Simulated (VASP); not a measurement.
# MnO (Fm-3m) in VASP: further runs, part 2 of 2

VASP 6.6.1. The steps go on from the part before.

### 5 Single point, LDA, collinear spin, ferromagnetic start

This run uses another cell than the first one, of 10.56 Å³/atom.

INCAR

```
PREC = Accurate
ENCUT = 700
EDIFF = 1E-6
ISMEAR = -1
SIGMA = 0.05
LREAL = False
LASPH = True
NELM = 200
ALGO = Normal
ISIF = 2
LWAVE = False
LCHARG = False
ISPIN = 2
MAGMOM = 4 0
LORBIT = 11
LMAXMIX = 4
GGA = CA
NBANDS = 22
GGA_COMPAT = False
```

KPOINTS

```
regular mesh
0
Gamma
  10 10 10
```

POSCAR

```
MnO
1.0
    0.0000000000      2.1938512115      2.1938512115
    2.1938512115      0.0000000000      2.1938512115
    2.1938512115      2.1938512115      0.0000000000
Mn O
1 1
Direct
    0.0000000000      0.0000000000      0.0000000000
    0.5000000000      0.5000000000      0.5000000000
```

Potentials or basis: VASP PAW LDA potentials, release 64 (Mn_sv, O).

Command:

```bash
$ cat potpaw_LDA.64/Mn_sv/POTCAR potpaw_LDA.64/O/POTCAR > POTCAR
$ mpirun -np 1 vasp_std > vasp.out
```

OUTCAR:

```text
PREC = Accurate
   ENCUT = 700
   EDIFF = 1E-6
   ISMEAR = -1
   LREAL = False
   LASPH = True
   NELM = 200
   ISIF = 2
   ISPIN = 2
   LORBIT = 11
   GGA = CA

 ion  position               nearest neighbor table
   1  0.000  0.000  0.000-   2 2.19   2 2.19   2 2.19   2 2.19   2 2.19   2 2.19
   2  0.500  0.500  0.500-   1 2.19   1 2.19   1 2.19   1 2.19   1 2.19   1 2.19

  LATTYP: Found a face centered cubic cell.
 ALAT       =     4.3877024230

  Lattice vectors:

 A1 = (   0.0000000000,   2.1938512115,   2.1938512115)
 A2 = (   2.1938512115,   0.0000000000,   2.1938512115)
 A3 = (   2.1938512115,   2.1938512115,   0.0000000000)

Analysis of symmetry for initial positions (statically):
=====================================================================
 Subroutine PRICEL returns:
 Original cell was already a primitive cell.

 Routine SETGRP: Setting up the symmetry group for a
 face centered cubic supercell.

 Subroutine GETGRP returns: Found 48 space group operations
 (whereof 48 operations were pure point group operations)
[... 789 lines left out ...]

 k-point     1 :       0.0000    0.0000    0.0000
  band No.  band energies     occupation
      1     -66.9816      1.00000
      2     -36.2986      1.00000
      3     -36.2986      1.00000
      4     -36.2986      1.00000
      5     -10.5823      1.00000
      6       5.7442      1.00000
[... 589 lines left out ...]
     21      37.1782      0.00000
     22      38.1647      0.00000

 [... further k-points ...]
[... 5 lines left out ...]
  --------------------------------------------------------------------------------------
  -------------------------------------------------------------------------------------
  Total       -2.1370165     -2.1370165     -2.1370165      0.0000000      0.0000000     -0.0000000
  in kB     -162.1313354   -162.1313354   -162.1313354      0.0000000      0.0000000     -0.0000000
  external PRESSURE =    -162.1313354 kB  Pullay stress =       0.0000000 kB

 VOLUME and BASIS-vectors are now :
 -----------------------------------------------------------------------------
  energy-cutoff  :      700.00
  volume of cell :       21.12
      direct lattice vectors                 reciprocal lattice vectors
     0.000000000  2.193851212  2.193851212    -0.227909713  0.227909713  0.227909713
     2.193851212  0.000000000  2.193851212     0.227909713 -0.227909713  0.227909713
     2.193851212  2.193851212  0.000000000     0.227909713  0.227909713 -0.227909713

 POSITION                                       TOTAL-FORCE (eV/Angst)
 -----------------------------------------------------------------------------------
      0.00000      0.00000      0.00000        -0.000000     -0.000000      0.000000
      2.19385      2.19385      2.19385         0.000000      0.000000     -0.000000
 -----------------------------------------------------------------------------------
    total drift:                                0.000000      0.000000      0.000000

  FREE ENERGIE OF THE ION-ELECTRON SYSTEM (eV)
  ---------------------------------------------------
  free  energy   TOTEN  =       -17.7332621137 eV

  energy  without entropy=      -17.7238093110  energy(sigma->0) =      -17.72853571

 total charge

# of ion       s       p       d       tot
------------------------------------------
    1        2.119   6.014   4.704  12.837
    2        1.546   3.391   0.000   4.938
--------------------------------------------------
tot          3.665   9.406   4.704  17.775

 magnetization (x)

# of ion       s       p       d       tot
------------------------------------------
    1        0.020   0.011   3.789   3.821
    2        0.029   0.138   0.000   0.167
--------------------------------------------------
tot          0.049   0.149   3.789   3.988
```

OSZICAR:

```text
N       E                     dE             d eps       ncg     rms          rms(c)
DAV:   1     0.302631101914E+03    0.30263E+03   -0.12817E+04  4444   0.147E+03
DAV:   2    -0.244203270696E+01   -0.30507E+03   -0.28605E+03  4220   0.455E+02
DAV:   3    -0.189693661309E+02   -0.16527E+02   -0.16164E+02  5814   0.125E+02
DAV:   4    -0.199797390419E+02   -0.10104E+01   -0.99883E+00  6498   0.251E+01
DAV:   5    -0.199876222620E+02   -0.78832E-02   -0.78825E-02  5302   0.233E+00    0.139E+01
DAV:   6    -0.182061275605E+02    0.17815E+01   -0.98744E+00  6672   0.461E+01    0.182E+01
DAV:   7    -0.177694545089E+02    0.43667E+00   -0.14478E+00  6668   0.246E+01    0.897E+00
DAV:   8    -0.177507511750E+02    0.18703E-01   -0.82386E-02  5236   0.247E+00    0.484E+00
DAV:   9    -0.177326233914E+02    0.18128E-01   -0.32928E-02  7228   0.256E+00    0.720E-01
DAV:  10    -0.177332079329E+02   -0.58454E-03   -0.43765E-03  6166   0.882E-01    0.131E-01
DAV:  11    -0.177332380273E+02   -0.30094E-04   -0.56653E-04  5490   0.259E-01    0.116E-01
DAV:  12    -0.177332578718E+02   -0.19844E-04   -0.17335E-05  6174   0.471E-02    0.414E-02
DAV:  13    -0.177332590472E+02   -0.11754E-05   -0.70892E-06  6144   0.255E-02    0.186E-02
DAV:  14    -0.177332621245E+02   -0.30773E-05   -0.73980E-07  3578   0.109E-02    0.227E-03
DAV:  15    -0.177332621137E+02    0.10757E-07   -0.11775E-07  2854   0.406E-03
   1 F= -.17733262E+02 E0= -.17728536E+02  d E =-.945280E-02  mag=     4.3550
```

stdout:

```text
POSCAR found type information on POSCAR MnO
 POSCAR found :  2 types and       2 ions
 scaLAPACK will be used
 LDA part: xc-table for (Slater(with rela. corr.)+CA(PZ))
 , standard interpolation
 POSCAR, INCAR and KPOINTS ok, starting setup
 FFT: planning ... GRIDC
 FFT: planning ... GRID_SOFT
 FFT: planning ... GRID
 WAVECAR not read
 entering main loop
```

It took 48 s on 1 thread of Intel Xeon Platinum 8488C (Sapphire Rapids), shared host; peak memory 0.18 GiB.

Results:

```
Free energy                                           : -17.7333 eV
Pressure                                              : -16.2 GPa
Net moment                                            : 4.36 μB per cell
Site moments                                          : Mn +3.82; O +0.17 μB
Valence electrons inside the program's atomic spheres : Mn 12.84; O 4.94
```

Caveat: the cell stands under tension; a cell with one magnetic atom can't hold antiferromagnetic order, which such compounds often take; semilocal functionals often make such compounds metallic where correlation or magnetic order opens a gap, which also shifts bond lengths. With open d or f shells a metallic result of LDA can be an artefact of self-interaction; +U or a hybrid may open a gap.

### 6 Single point, LDA, collinear spin, ferromagnetic start

INCAR

```
SYSTEM = MnO
ALGO = Normal
EDIFF = 1E-6
ENCUT = 700
GGA = CA
GGA_COMPAT = .False.
ISIF = 2
ISMEAR = -1
ISPIN = 2
LASPH = .True.
LCHARG = .True.
LELF = .True.
LMAXMIX = 4
LORBIT = 11
LREAL = .False.
LVHAR = .True.
LWAVE = .False.
MAGMOM = 4 0
NBANDS = 22
NELM = 200
PREC = Accurate
SIGMA = 0.05
```

KPOINTS

```
k-points
0
Gamma
  10 10 10
  0 0 0
```

POSCAR

```
MnO
1.0
    0.0000000000      2.2239077028      2.2239077028
    2.2239077028      0.0000000000      2.2239077028
    2.2239077028      2.2239077028      0.0000000000
Mn O
1 1
Direct
    0.0000000000      0.0000000000      0.0000000000
    0.5000000000      0.5000000000      0.5000000000
```

Potentials or basis: VASP PAW LDA potentials, release 64 (Mn_sv, O).

Command:

```bash
$ cat potpaw_LDA.64/Mn_sv/POTCAR potpaw_LDA.64/O/POTCAR > POTCAR
$ mpirun -np 1 vasp_std > vasp.out
```

Wall time 1.9 min (1 thread of Intel Xeon Platinum 8259CL at 2.50GHz (Skylake/Cascade Lake), shared host); peak memory 0.18 GiB.

The run converged. Its results:

| Item | Value |
| --- | --- |
| Free energy | -17.6402 eV |
| Pressure | -18.6 GPa |
| Net moment | 4.52 μB per cell |
| Site moments | Mn +3.94; O +0.18 μB |
| Valence electrons inside the program's atomic spheres | Mn 12.81; O 4.92 |

Levels at points of the mesh, in eV from the Fermi level:
Spin up:
| k point | band 10 | band 11 | band 12 | band 13 | band 14 | band 15 | band 16 | band 17 |
| --- | --- | --- | --- | --- | --- | --- | --- | --- |
| (0.00, 0.00, 0.00) | -2.98 | -2.98 | -2.48 | -2.48 | -0.41 | 14.00 | 16.17 | 16.17 |
| (0.50, 0.00, 0.00) | -2.06 | -1.66 | 0.34 | 0.34 | 3.49 | 7.69 | 11.76 | 11.76 |
| (0.50, 0.50, 0.00) | -2.04 | -1.77 | -1.77 | -1.67 | 5.02 | 7.74 | 10.41 | 13.53 |
Spin down:
```csv
k point,band 5,band 6,band 7,band 8,band 9,band 10,band 11,band 12
"(0.00, 0.00, 0.00)",-19.61,-3.44,-3.44,-3.44,0.34,0.34,0.34,0.57
"(0.50, 0.00, 0.00)",-18.61,-7.51,-4.98,-4.98,1.56,1.57,1.57,3.31
"(0.50, 0.50, 0.00)",-18.65,-6.51,-4.42,-4.42,-1.20,1.58,1.82,2.01
```

Caveat: the cell stands under tension; a cell with one magnetic atom can't hold antiferromagnetic order, which such compounds often take; semilocal functionals often make such compounds metallic where correlation or magnetic order opens a gap, which also shifts bond lengths.

### 7 Summary

| task | level | potentials or basis | cell | cutoff (eV) | gap on the mesh (eV) | pressure (GPa) | moment (μB) | relaxed volume (Å³/atom) |
| --- | --- | --- | --- | --- | --- | --- | --- | --- |
| relaxation of cell and atoms | revPBE+D4 | VASP PAW PBE potentials, release 64 (Mn_pv, O) | relaxed from a = 3.145 Å, angles 60.0°, 2 atoms | 600 | none | 0.0 | 4.80 | 10.82 |
| relaxation of cell and atoms | BLYP+D3(BJ) | VASP PAW PBE potentials, release 64 (Mn_pv, O) | relaxed from a = 3.145 Å, angles 60.0°, 2 atoms | 600 | none | 0.0 | 5.00 | 19.39 |
| relaxation of cell and atoms | BLYP+D4 | VASP PAW PBE potentials, release 64 (Mn_pv, O) | relaxed from a = 3.145 Å, angles 60.0°, 2 atoms | 600 | none | 0.1 | 4.57 | 10.60 |
| single point | LDA | VASP PAW LDA potentials, release 64 (Mn_sv, O) | a = 3.103 Å, angles 60.0°, 2 atoms | 700 | none | -16.2 | 4.36 | - |
| single point | LDA | VASP PAW LDA potentials, release 64 (Mn_sv, O) | a = 3.145 Å, angles 60.0°, 2 atoms | 700 | none | -18.6 | 4.52 | - |

Alike in all rows: spin collinear, ferromagnetic start; k mesh 10 × 10 × 10; smearing fermi-dirac 0.05 eV.

Caveats: a cell with one magnetic atom can't hold antiferromagnetic order, which such compounds often take; semilocal functionals often make such compounds metallic where correlation or magnetic order opens a gap, which also shifts bond lengths; the PAW data sets were made with another functional, which shifts forces and pressure a little (at least some runs); the cell stands under tension (at least some runs); the volume moved by over 15 % at a fixed basis, so the end points are rough (at least some runs).

Total energies depend on the potentials used, so only differences within one code and one set of settings carry meaning.
